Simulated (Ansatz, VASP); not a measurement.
## Mg: VASP beside Ansatz

```
Mg
1.0
    -1.78742    1.78742    1.78742
     1.78742   -1.78742    1.78742
     1.78742    1.78742   -1.78742
Mg
1
Cartesian
  0.0000 0.0000 0.0000
```

Change from the starting cell: volume scaled by 1.025, PAW files.

Alike in both runs: task electric field gradients; functional r2SCAN; k mesh 14 × 14 × 14; occupations fermi-dirac, width 0.08 eV; no spin polarisation.

```csv
,VASP,Ansatz
version,VASP 6.6.1,Ansatz 0.2.0
potentials or method,"VASP PAW PBE potentials, release 64 (Mg)","PAW with Ansatz's default frozen-core files, scalar-relativistic"
plane-wave cutoff (eV),520,500
valence electrons in the cell,2,10
```

Ansatz gave:

- pressure (GPa): -0.5

Q: Which values does VASP return?

A: Pressure (GPa): -0.8.

VASP's potentials were made for PBE, not for r2SCAN. VASP's potentials hold 2 valence electrons a cell and Ansatz's 10, so a difference there can come from the potentials and not from the codes.
